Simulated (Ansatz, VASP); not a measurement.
NaCl: VASP beside Ansatz

```xyz
2
Lattice="0.0000 2.7322 2.7322 2.7322 0.0000 2.7322 2.7322 2.7322 0.0000" Properties=species:S:1:pos:R:3 pbc="T T T"
Na    0.0000    0.0000    0.0000
Cl    2.7322    2.7322    2.7322
```

Alike in both runs: functional LDA; k mesh 8 × 8 × 8; occupations gaussian, width 0.02 eV; no spin polarisation.

Ansatz relaxed the structure, and its values are those at the end. VASP's run is a single point on that final structure, the one shown.

|  | VASP | Ansatz |
| --- | --- | --- |
| version | VASP 6.6.1 | Ansatz 0.2.0 |
| potentials or method | VASP PAW LDA potentials, release 64 (Na_pv, Cl), cutoff 520 eV | scalar-relativistic, plane waves, PAW |
| valence electrons in the cell | 14 | 16 |

VASP gave:

```
gap on the k mesh at the Fermi level (eV) : 5.08
least direct gap on the mesh (eV)         : 5.08
pressure (GPa)                            : 0.0
```

Estimate Ansatz's values.

gap on the k mesh at the Fermi level (eV): 5.07; least direct gap on the mesh (eV): 5.07; pressure (GPa): 0.0.

LDA's correlation is that of Perdew and Zunger in VASP and of Perdew and Wang (1992) in Ansatz. VASP's potentials hold 14 valence electrons a cell and Ansatz's 16, so a difference there can come from the potentials and not from the codes.
